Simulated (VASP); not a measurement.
## GaN: single point with LDA

Crystal: GaN.

```
Ga N
1.0
     0.00000    2.25350    2.25350
     2.25350    0.00000    2.25350
     2.25350    2.25350    0.00000
Ga N
1 1
Direct
  0.00000 0.00000 0.00000
  0.25000 0.25000 0.25000
```

| Item | Value |
| --- | --- |
| Program | VASP 6.6.1 |
| Task | single point |
| Functional | LDA |
| Potentials or basis | VASP PAW LDA potentials, release 64 (Ga_d, N) |
| Cutoff | 600 eV |
| k mesh | 8 × 8 × 8 |
| Occupations | gaussian, width 0.01 eV |
| Spin | no spin polarisation |

```
Pressure               : -5.6 GPa
Band gap on the k mesh : 1.75 eV
```

Levels at points of the mesh, in eV from the valence-band top:
```csv
k point,band 5,band 6,band 7,band 8,band 9,band 10,band 11,band 12,band 13,band 14
"(0.00, 0.00, 0.00)",-13.24,-13.24,0.00,0.00,0.00,1.75,10.11,10.11,10.11,17.31
"(0.50, 0.00, 0.00)",-13.19,-11.85,-7.12,-0.98,-0.98,4.54,8.60,10.20,10.20,15.39
"(0.50, 0.50, 0.00)",-13.16,-11.37,-6.20,-2.73,-2.73,3.25,6.48,11.50,13.76,13.76
```

Run time: 10 s on 1 thread of Intel(R) Xeon(R) Platinum 8488C (Sapphire Rapids), with other jobs on the host, peak memory 0.14 GiB.

Caveat: the cell stands under tension.
